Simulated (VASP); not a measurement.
YF3, 16 atoms in the cell. It takes space group Pnma (No. 62, orthorhombic). Conventional cell: a = 6.329 Å, b = 6.840 Å, c = 4.372 Å, α = 90.00°, β = 90.00°, γ = 90.00°. Y (site symmetry m) has 9 F at 2.28 to 2.51 Å within 3.0 Å. Within 3.0 Å of F (site symmetry m) lie 3 Y at 2.28 to 2.51 Å and 10 F at 2.57 to 2.92 Å. Within 3.0 Å of F (site symmetry 1) lie 3 Y at 2.28 to 2.30 Å and 9 F at 2.50 to 2.92 Å. 

```yaml
Program: VASP 6.6.1
Task: single point
Functional: PBEsol
Potentials_or_basis: VASP PAW PBE potentials, release 64 (Y_sv, F)
Cutoff: 600 eV
k_mesh: 4 × 4 × 6
Occupations: gaussian, width 0.02 eV
Spin: no spin polarisation
Dipole_correction: no
Further_INCAR_settings: ALGO = Normal; EDIFF = 1e-06; NBANDS = 78
```

Potentials or basis: VASP PAW PBE potentials, release 64 (Y_sv, F).

Run with:

```console
$ cat potpaw_PBE.64/Y_sv/POTCAR potpaw_PBE.64/F/POTCAR > POTCAR
$ mpirun -np 1 vasp_std > vasp.out
```

Hardware: 1 thread of Intel Xeon 8259CL, with other jobs on the host.

Question: How long does it take, and how much memory?

Answer: Wall time 39 min on 1 thread of Intel Xeon 8259CL (shared host), peak memory 0.64 GiB. Counts: scf iterations 15, k points 36.
